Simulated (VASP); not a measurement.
Input of a VASP 6.6.1 run:

INCAR

```
  ALGO = Normal
  EDIFF = 1E-7
  ENCUT = 520
  ISIF = 2
  ISMEAR = -1
  LASPH = T
  LCHARG = F
  LREAL = F
  LWAVE = F
  NBANDS = 17
  NELM = 60
  PREC = Accurate
  SIGMA = 0.08
```

The input KPOINTS:

```
k-points
0
Gamma
  15 15 8
```

File POSCAR:

```
Hf
1.0
    2.3145087330      0.0000000000      0.0000000000
   -1.1572543665      2.0044233601      0.0000000000
    0.0000000000      0.0000000000      4.0407957324
Hf
2
Direct
    0.3333333333      0.6666666667      0.2500000000
    0.6666666667      0.3333333333      0.7500000000
```

Potentials or basis: VASP PAW LDA potentials, release 64 (Hf_pv).

Run with:

```sh
$ cat potpaw_LDA.64/Hf_pv/POTCAR > POTCAR
$ mpirun -np 1 vasp_std > vasp.out
```

(1) What does it give for the band gap on the k mesh?

(2) What does it give for the pressure?

## Answers

(1) zero (bands 10 and 11 overlap by 2.00 eV).

(2) 396.2 GPa.

Caveat: the cell stands under pressure; spin-orbit coupling is left out, which moves the levels of the heavy elements.
